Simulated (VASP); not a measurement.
Runs of VASP 6.6.1 on HfGeTe. The structure is that of space group P4/nmm (No. 129), or close to it. The cells are those of the table. 

```tsv
cell	gap on the mesh (eV)	pressure (GPa)	largest force (eV/Å)
a = 4.019, b = 4.019, c = 8.827 Å, 6 atoms	0.17	-12.6	0.46
a = 3.709, b = 3.709, c = 8.145 Å, 6 atoms	0.08	11.2	1.16
a = 3.764, b = 3.764, c = 8.267 Å, 6 atoms	0.03	4.8	0.94
a = 3.971, b = 3.971, c = 8.721 Å, 6 atoms	0.17	-10.5	(d)
a = 3.818, b = 3.818, c = 8.385 Å, 6 atoms	0.03	-0.3	0.74
a = 3.921, b = 3.921, c = 8.612 Å, 6 atoms	(b)	-7.9	0.40
a = 3.870, b = 3.870, c = 8.500 Å, 6 atoms	0.08	(c)	(a)
```

Alike in all rows: task single point; level LDA; potentials or basis VASP PAW LDA potentials, release 64 (Hf_pv, Ge_d, Te); no spin polarisation; k mesh 6 × 6 × 3; cutoff (eV) 520; smearing fermi-dirac 0.05 eV.

Q: Fill in the values left out.

A: (a) 0.56; (b) 0.13; (c) -4.5; (d) 0.41.

Caveats: spin-orbit coupling is left out, which moves the levels of the heavy elements; forces of over 1 eV/Å act on the atoms, so gaps and moduli don't describe the material at rest (some runs).

A k mesh can miss the band edges, and the runs leave out spin-orbit coupling on Ge, Hf, Te.
